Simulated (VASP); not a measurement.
Set up this calculation in VASP 6.6.1, as the native input.

```
Task                   : single point
Functional             : r2SCAN
Potentials or basis    : VASP PAW PBE potentials, release 64 (Zn, S)
Cutoff                 : 550 eV
k mesh                 : 6 × 6 × 4
Occupations            : gaussian, width 0.01 eV
Spin                   : no spin polarisation
Dipole correction      : no
Further INCAR settings : ALGO = Normal; EDIFF = 1e-06; NBANDS = 26
```

The system is ZnS (Wurtzite-2H).

```
Zn S
1.0
     3.76699    0.00000    0.00000
    -1.88349    3.26231    0.00000
     0.00000    0.00000    6.18094
Zn S
2 2
Direct
  0.33333 0.66667 0.00534
  0.66667 0.33333 0.50534
  0.33333 0.66667 0.37966
  0.66667 0.33333 0.87966
```

This cell differs from its parent crystal: volume changed by -3%.

These files were run (other wordings do the same):

POSCAR

```
ZnS
1.0
    3.7669867319      0.0000000000      0.0000000000
   -1.8834933660      3.2623062056      0.0000000000
    0.0000000000      0.0000000000      6.1809423114
Zn S
2 2
Direct
    0.3333333333      0.6666666667      0.0053397641
    0.6666666667      0.3333333333      0.5053397641
    0.3333333333      0.6666666667      0.3796602359
    0.6666666667      0.3333333333      0.8796602359
```

INCAR.step1

```
SYSTEM = ZnS
PREC = Accurate
ENCUT = 550
ISMEAR = 0
SIGMA = 0.01
LREAL = .FALSE.
LASPH = .TRUE.
NELM = 120
NBANDS = 26
GGA = PE
ALGO = Normal
EDIFF = 1E-5
LWAVE = .TRUE.
LCHARG = .FALSE.
GGA_COMPAT = .FALSE.
```

INCAR.step2

```
SYSTEM = ZnS
PREC = Accurate
ENCUT = 550
EDIFF = 1E-6
ISMEAR = 0
SIGMA = 0.01
LREAL = .FALSE.
LASPH = .TRUE.
NELM = 120
ALGO = Normal
ISIF = 2
LWAVE = .FALSE.
LCHARG = .FALSE.
METAGGA = R2SCAN
LMIXTAU = .TRUE.
NBANDS = 26
ISTART = 1
GGA_COMPAT = .FALSE.
```

KPOINTS

```
Automatic mesh
0
G
  6 6 4
  0 0 0
```

Potentials or basis: VASP PAW PBE potentials, release 64 (Zn, S).

Launch:

```bash
$ cat potpaw_PBE.64/Zn/POTCAR potpaw_PBE.64/S/POTCAR > POTCAR
$ cp INCAR.step1 INCAR
$ mpirun -np 1 vasp_std > vasp.out
$ cp INCAR.step2 INCAR
$ mpirun -np 1 vasp_std > vasp.out
```

It gave:

```yaml
Pressure: 2.6 GPa
Largest_force: 0.012 eV/Å
Band_gap_on_the_k_mesh: 2.94 eV, direct
```

Caveat: the PAW data sets were made with another functional, which shifts forces and pressure a little.

Run time: 2.1 min on 1 thread of Intel(R) Xeon(R) Platinum 8488C (Sapphire Rapids), on a shared host, peak memory 0.22 GiB.
